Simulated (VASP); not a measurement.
# BN (kk07) (F-43m) in VASP: a series of runs

The runs below take BN (kk07) through relaxation of cell and atoms, single point, with LDA.

All numbers are computed with VASP 6.6.1; they aren't measurements. Logs are shortened: lines on timing, memory, paths and dates and some standing lists are left out, and cuts for length are marked.

**1. The cell of the first run**

Symmetry: F-43m, No. 216, cubic system. Conventional cell: a = 3.626 Å, b = 3.626 Å, c = 3.626 Å, α = 90.00°, β = 90.00°, γ = 90.00°. Within 2.1 Å of B (site symmetry -43m) lie 4 N at 1.57 Å. N (site symmetry -43m) has 4 B at 1.57 Å within 2.1 Å.

**2. Relaxation of cell and atoms, LDA**

The input, INCAR:

```
PREC     = Accurate       # precision mode
ENCUT    = 600            # plane-wave cutoff, eV
EDIFF    = 1E-6           # SCF threshold, eV
ISMEAR   = 0              # smearing method
SIGMA    = 0.1            # smearing width, eV
LREAL    = F              # projectors in reciprocal space
LASPH    = T              # aspherical terms in the spheres
NELM     = 60             # most SCF steps
ALGO     = Normal         # electronic algorithm
ISIF     = 3              # what is computed and relaxed
LWAVE    = F              # write WAVECAR
LCHARG   = F              # write CHGCAR
IBRION   = 2              # ionic algorithm
NSW      = 100            # ionic steps
EDIFFG   = -0.05          # ionic threshold
```

The input, KPOINTS:

```
Automatic mesh
0
Gamma
  10 10 10
```

The input, POSCAR:

```
BN
1.0
    0.0000000000      1.8130010000      1.8130010000
    1.8130010000      0.0000000000      1.8130010000
    1.8130010000      1.8130010000      0.0000000000
B N
1 1
Direct
    0.0000000000      0.0000000000      0.0000000000
    0.2500000000      0.2500000000      0.2500000000
```

Potentials or basis: VASP PAW LDA potentials, release 64 (B, N).

Launch:

```
> cat potpaw_LDA.64/B/POTCAR potpaw_LDA.64/N/POTCAR > POTCAR
> mpirun -np 1 vasp_std > vasp.out
```

OUTCAR:

```text
PREC = Accurate
   ENCUT = 600
   EDIFF = 1E-6
   ISMEAR = 0
   LREAL = F
   LASPH = T
   NELM = 60
   ISIF = 3
   IBRION = 2
   NSW = 100
   EDIFFG = -0.05

 ion  position               nearest neighbor table
   1  0.000  0.000  0.000-   2 1.57   2 1.57   2 1.57   2 1.57
   2  0.250  0.250  0.250-   1 1.57   1 1.57   1 1.57   1 1.57

  LATTYP: Found a face centered cubic cell.
 ALAT       =     3.6260020000

  Lattice vectors:

 A1 = (   0.0000000000,   1.8130010000,   1.8130010000)
 A2 = (   1.8130010000,   0.0000000000,   1.8130010000)
 A3 = (   1.8130010000,   1.8130010000,   0.0000000000)

Analysis of symmetry for initial positions (statically):
=====================================================================
 Subroutine PRICEL returns:
 Original cell was already a primitive cell.

 Routine SETGRP: Setting up the symmetry group for a
 face centered cubic supercell.

 Subroutine GETGRP returns: Found 24 space group operations
 (whereof 24 operations were pure point group operations)
 out of a pool of 48 trial point group operations.

The static configuration has the point symmetry T_d .

Analysis of symmetry for dynamics (positions and initial velocities):
=====================================================================
 Subroutine PRICEL returns:
 Original cell was already a primitive cell.

 Routine SETGRP: Setting up the symmetry group for a
 face centered cubic supercell.

 Subroutine GETGRP returns: Found 24 space group operations
 (whereof 24 operations were pure point group operations)
 out of a pool of 48 trial point group operations.

The dynamic configuration has the point symmetry T_d .

 Subroutine INISYM returns: Found 24 space group operations
 (whereof 24 operations are pure point group operations),
 and found     1 'primitive' translations

----------------------------------------------------------------------------------------

                                     Primitive cell

  volume of cell :      11.9186

  direct lattice vectors                    reciprocal lattice vectors
     0.000000000  1.813001000  1.813001000    -0.275785838  0.275785838  0.275785838
     1.813001000  0.000000000  1.813001000     0.275785838 -0.275785838  0.275785838
     1.813001000  1.813001000  0.000000000     0.275785838  0.275785838 -0.275785838

  length of vectors
     2.563970603  2.563970603  2.563970603     0.477675083  0.477675083  0.477675083

  position of ions in fractional coordinates (direct lattice)
     0.000000000  0.000000000  0.000000000
     0.250000000  0.250000000  0.250000000

  ion indices of the primitive-cell ions
   primitive index   ion index
                 1           1
                 2           2

----------------------------------------------------------------------------------------

 KPOINTS: Automatic mesh

Automatic generation of k-mesh.
 Grid dimensions read from file:
 generate k-points for:   10   10   10

 Generating k-lattice:

  Cartesian coordinates                     Fractional coordinates (reciprocal lattice)
    -0.027578584  0.027578584  0.027578584     0.100000000  0.000000000  0.000000000
     0.027578584 -0.027578584  0.027578584     0.000000000  0.100000000  0.000000000
     0.027578584  0.027578584 -0.027578584     0.000000000  0.000000000  0.100000000

  Length of vectors
     0.047767508  0.047767508  0.047767508

  Shift w.r.t. Gamma in fractional coordinates (k-lattice)
     0.000000000  0.000000000  0.000000000

 Subroutine IBZKPT returns following result:
 ===========================================

 Found     47 irreducible k-points:

 Following reciprocal coordinates:
            Coordinates               Weight
  0.000000  0.000000  0.000000      1.000000
  0.100000  0.000000  0.000000      8.000000
  0.200000  0.000000  0.000000      8.000000
  0.300000  0.000000  0.000000      8.000000
  0.400000  0.000000  0.000000      8.000000
  0.500000  0.000000  0.000000      4.000000
[... 16 lines left out ...]
  0.300000  0.300000  0.000000      6.000000
  0.400000  0.300000  0.000000     24.000000
 [... further k-points ...]
   k-points           NKPTS =     47   k-points in BZ     NKDIM =     47   number of bands    NBANDS=      8
   number of dos      NEDOS =    301   number of ions     NIONS =      2
   total plane-waves  NPLWV =   8000
   dimension x,y,z NGX =    20 NGY =   20 NGZ =   20
   dimension x,y,z NGXF=    40 NGYF=   40 NGZF=   40
   ions per type =               1   1
   NGX,Y,Z   is equivalent  to a cutoff of  12.97, 12.97, 12.97 a.u.
   NGXF,Y,Z  is equivalent  to a cutoff of  25.94, 25.94, 25.94 a.u.
 SYSTEM =  unknown system
   PREC   = accura    normal or accurate (medium, high low for compatibility)
   ISTART =      0    job   : 0-new  1-cont  2-samecut
   ICHARG =      2    charge: 1-file 2-atom 10-const
   ISPIN  =      1    spin polarized calculation?
   LNONCOLLINEAR =      F non collinear calculations
   LSORBIT =      F    spin-orbit coupling
   LASPH  =      T    aspherical Exc in radial PAW
   ENCUT  =  600.0 eV  44.10 Ry    6.64 a.u.   5.12  5.12  5.12*2*pi/ulx,y,z
   NELM   =     60;   NELMIN=  2; NELMDL= -5     # of ELM steps
   EDIFF  = 0.1E-05   stopping-criterion for ELM
   LREAL  =      F    real-space projection
   EDIFFG = -.5E-01   stopping-criterion for IOM
   NSW    =    100    number of steps for IOM
   IBRION =      2    ionic relax: 0-MD 1-quasi-New 2-CG
   NFREE  =      1    steps in history (QN), initial steepest desc. (CG)
   ISIF   =      3    stress and relaxation
   ISYM   =      2    0-nonsym 1-usesym 2-fastsym
   POTIM  = 0.5000    time-step for ionic-motion
   TEBEG  =    0.0;   TEEND  =   0.0 temperature during run
   PSTRESS=    0.0 pullay stress
   NELECT =       8.0000    total number of electrons
   NUPDOWN=      -1.0000    fix difference up-down
   EMIN   =  10.00;   EMAX   =-10.00  energy-range for DOS
   EFERMI =   0.00;   METHOD = LEGACY
   ISMEAR =     0;   SIGMA  =   0.10  broadening in eV -4-tet -1-fermi 0-gaus
   EFERMI_NEDOS =   21; number of points for ismear=-14 and -15
   IALGO  =     38    algorithm
   IMIX   =      4    mixing-type and parameters
     AMIX     =   0.40;   BMIX     =  1.00
     AMIX_MAG =   1.60;   BMIX_MAG =  1.00
  volume/ion in A,a.u.               =       5.96        40.22
  Fermi-wavevector in a.u.,A,eV,Ry     =   1.433387  2.708709 27.954506  2.054598
  Thomas-Fermi vector in A             =   2.552911
   LORBIT       =      0    0 simple, 1 ext, 2 COOP (PROOUT), +10 PAW based schemes
   GGA     = CA    functional components
   LHFCALC =     F    Hartree Fock is set to
   AEXX    =    0.0000 exact exchange contribution
   IVDW    =     0    specifies the selected vdW correction
   LEPSILON=     F    determine dielectric tensor
   LRPA    =     F    only Hartree local field effects (RPA)
 conjugate gradient relaxation of ions
 non-spin polarized calculation
 Gauss-broadening in eV      SIGMA  =   0.10
  energy-cutoff  :      600.00
  volume of cell :       11.92
 maximum number of plane-waves:       411
   NGX = 11   NGY = 11   NGZ = 11

--------------------------------------- Ionic step        1  -------------------------------------------

 number of electron       8.0000000 magnetization

 Free energy of the ion-electron system (eV)
  ---------------------------------------------------
  ext. energy  EPLUGINS =         0.00000000
  ---------------------------------------------------
  free energy    TOTEN  =       -19.39912988 eV

  energy without entropy =      -19.39912988  energy(sigma->0) =      -19.39912988

------------------------ aborting loop because EDIFF is reached ----------------------------------------

  FORCE on cell =-STRESS in cart. coord.  units (eV):
  Direction    XX          YY          ZZ          XY          YZ          ZX
  --------------------------------------------------------------------------------------
  -------------------------------------------------------------------------------------
  Total       -1.0087387     -1.0087387     -1.0087387     -0.0000000     -0.0000000      0.0000000
  in kB     -135.6017077   -135.6017077   -135.6017077     -0.0000000     -0.0000000      0.0000000
  external PRESSURE =    -135.6017077 kB  Pullay stress =       0.0000000 kB
[... 57 lines left out ...]
  energy  without entropy=      -19.3966498203  energy(sigma->0) =      -19.39664982

--------------------------------------- Ionic step        3  -------------------------------------------

 number of electron       7.9999999 magnetization

 Free energy of the ion-electron system (eV)
  ---------------------------------------------------
  ext. energy  EPLUGINS =         0.00000000
  ---------------------------------------------------
  free energy    TOTEN  =       -19.41760918 eV

  energy without entropy =      -19.41760918  energy(sigma->0) =      -19.41760918

 E-fermi :   8.1490     XC(G=0): -13.2342

 val. band max:        7.7272589058   @ k =   0.0000   0.0000   0.0000
 cond. band min:      12.1026457930   @ k =   0.5000   0.5000   0.0000
 fundamental gap:      4.3753868871
 Fermi energy:         8.1490185306

 k-point     1 :       0.0000    0.0000    0.0000
  band No.  band energies     occupation
      1     -12.6486      2.00000
      2       7.7273      2.00000
      3       7.7273      2.00000
      4       7.7273      2.00000
      5      16.5371      0.00000
      6      16.5371      0.00000
      7      16.5371      0.00000
      8      18.6068      0.00000
[... 243 lines left out ...]
 k-point    24 :       0.4000    0.3000    0.0000
  band No.  band energies     occupation
      1      -8.7503      2.00000
      2       0.9077      2.00000
      3       3.0831      2.00000
      4       3.5215      2.00000
      5      13.7942      0.00000
      6      18.4377      0.00000
      7      23.4012      0.00000
      8      23.4457      0.00000

 [... further k-points ...]
[... 5 lines left out ...]
  --------------------------------------------------------------------------------------
  -------------------------------------------------------------------------------------
  Total       -0.0072847     -0.0072847     -0.0072847      0.0000000     -0.0000000     -0.0000000
  in kB       -1.0151024     -1.0151024     -1.0151024      0.0000000     -0.0000000     -0.0000000
  external PRESSURE =      -1.0151024 kB  Pullay stress =       0.0000000 kB
[... 17 lines left out ...]
  FREE ENERGIE OF THE ION-ELECTRON SYSTEM (eV)
  ---------------------------------------------------
  free  energy   TOTEN  =       -19.4176091797 eV

  energy  without entropy=      -19.4176091797  energy(sigma->0) =      -19.41760918

 reached required accuracy - stopping structural energy minimisation
```

Run time: 6.1 s. Hardware: 1 thread of AMD EPYC 7R13 (Zen 3), shared host; peak memory 0.08 GiB.

What came out:

```
Free energy                            : -19.4176 eV
Relaxed volume                         : 5.75 Å³/atom
Relaxed cell                           : a = 2.533 Å, b = 2.533 Å, c = 2.533 Å, α = 60.00°, β = 60.00°, γ = 60.00°
Space group after relaxing (to 0.05 Å) : F-43m (No. 216)
Energy gained by relaxing              : 9.2 meV/atom
Ionic steps                            : 3
Pressure after relaxing                : -0.1 GPa
Band gap on the k mesh                 : 4.38 eV, indirect (least direct gap 8.81 eV)
```

Step by step:
```tsv
step	energy change (eV)	largest force (eV/Å)	pressure (GPa)	volume (Å³)
1	0.0000	0.0000	-13.56	11.92
2	0.0025	0.0000	16.25	11.07
3	-0.0185	0.0000	-0.10	11.50
```

Final structure:
```
B N
1.0
     0.00000    1.79141    1.79141
     1.79141    0.00000    1.79141
     1.79141    1.79141    0.00000
B N
1 1
Direct
  0.00000 0.00000 0.00000
  0.25000 0.25000 0.25000
```

A k mesh can miss the band edges. A hybrid or GW would open this gap; LDA tends to underestimate it.

**3. Relaxation of cell and atoms, LDA**

This run uses another cell than the first one, of 5.73 Å³/atom, 0.962 times its volume.

The input, INCAR:

```
SYSTEM = BN
ALGO = Normal ; EDIFF = 1E-6
EDIFFG = -0.002 ; ENCUT = 600
IBRION = 2 ; ISIF = 3
ISMEAR = 0 ; LASPH = .True.
LCHARG = .False. ; LREAL = .False.
LWAVE = .False. ; NELM = 60
NSW = 100 ; PREC = Accurate
SIGMA = 0.02
```

The input, KPOINTS:

```
k-points
0
Gamma
  16 16 16
  0 0 0
```

The input, POSCAR:

```
BN
1.0
    0.0000000000      1.7899407159      1.7899407159
    1.7899407159      0.0000000000      1.7899407159
    1.7899407159      1.7899407159      0.0000000000
B N
1 1
Direct
    0.0000000000      0.0000000000      0.0000000000
    0.2500000000      0.2500000000      0.2500000000
```

Potentials or basis: VASP PAW LDA potentials, release 64 (B, N).

Launch:

```
> cat potpaw_LDA.64/B/POTCAR potpaw_LDA.64/N/POTCAR > POTCAR
> mpirun -np 1 vasp_std > vasp.out
```

It took 15 s on 1 thread of AMD EPYC 7R13 (Zen 3), shared host; peak memory 0.09 GiB.

Results (log left out):

* Free energy: -19.4163 eV
* Relaxed volume: 5.75 Å³/atom
* Relaxed cell: a = 2.533 Å, b = 2.533 Å, c = 2.533 Å, α = 60.00°, β = 60.00°, γ = 60.00°
* Space group after relaxing (to 0.05 Å): F-43m (No. 216)
* Energy gained by relaxing: 0.0 meV/atom
* Ionic steps: 3
* Pressure after relaxing: 0.0 GPa
* Band gap on the k mesh: 4.38 eV, indirect (least direct gap 8.81 eV)

Final structure:
```
CELL_PARAMETERS angstrom
0.00000 1.79135 1.79135
1.79135 0.00000 1.79135
1.79135 1.79135 0.00000
ATOMIC_POSITIONS crystal
B 0.00000 0.00000 0.00000
N 0.25000 0.25000 0.25000
```

Levels at points of the mesh, in eV from the valence-band top:
```
           k point  band 1  band 2  band 3  band 4  band 5  band 6  band 7  band 8
(0.00, 0.00, 0.00)  -20.38    0.00    0.00    0.00    8.81    8.81    8.81   10.88
(0.50, 0.00, 0.00)  -15.97  -10.96   -2.00   -2.00   10.56   10.71   10.71   15.29
(0.50, 0.50, 0.00)  -14.55   -9.06   -5.06   -5.06    4.38    9.30   18.11   18.11
```

A k mesh can miss the band edges. As with any semilocal functional, this LDA gap is likely too small.

[end of part 1 of 2]
